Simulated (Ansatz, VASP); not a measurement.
# One calculation of Ge, two programs

Contents of INCAR:

```
PREC = Accurate
ENCUT = 520
EDIFF = 1E-7
ISMEAR = -1
SIGMA = 0.1
LREAL = F
LASPH = T
NELM = 60
ALGO = Normal
ISIF = 2
LWAVE = F
LCHARG = T
GGA = PE
LELF = T
LVHAR = T
NBANDS = 21
```

KPOINTS

```
regular mesh
0
Gamma
  14 14 10
```

The input POSCAR:

```
Ge
1.0
   -2.5186130484      2.5214524741      1.3907789426
    2.5214524741     -2.5186130484      1.3907789426
    2.5331450670      2.5331450670     -1.3855785294
Ge
2
Direct
    0.9999201564      0.0000798436      0.0000000000
    0.7500798436      0.2499201564      0.5000000000
```

Input for Ansatz:

```yaml
crystal:
  lattice:
    - [-2.5186130484, 2.5214524741, 1.3907789426]
    - [2.5214524741, -2.5186130484, 1.3907789426]
    - [2.533145067, 2.533145067, -1.3855785294]
  atoms:
    - { symbol: Ge, position: [0.9999201564, 7.98436e-05, 0.0] }
    - { symbol: Ge, position: [0.7500798436, 0.2499201564, 0.5] }
hamiltonian:
  xc: pbe
  pseudopotentials:
    kind: paw
    azcp:
      Ge: "pseudopotentials/Ge.paw.azcp"
basis:
  ecutwfc: 420
  fft_grid_basis: typed
kpoints:
  mp_grid: { grid: [14, 14, 10], shift: [0, 0, 0] }
magnetization:
  spin_polarized: false
scf:
  occupations: { method: fermi_dirac, width: 0.1 }
  lower_state_search: "off"
output:
  stress: true
```

Alike in both runs: task single point; functional PBE; k mesh 14 × 14 × 10; occupations fermi-dirac, width 0.1 eV; no spin polarisation.

|  | VASP | Ansatz |
| --- | --- | --- |
| version | VASP 6.6.1 | Ansatz 0.2.0 |
| potentials or method | VASP PAW PBE potentials, release 64 (Ge_d), cutoff 520 eV | plane waves (420 eV) with PAW, scalar-relativistic |
| valence electrons in the cell | 28 | 28 |

|  | VASP | Ansatz | Ansatz less VASP |
| --- | --- | --- | --- |
| pressure (GPa) | 6.9 | 6.8 | -0.04 |
| traceless stress, the component that is largest in VASP (GPa) | -0.44 | -0.44 | +0.001 |
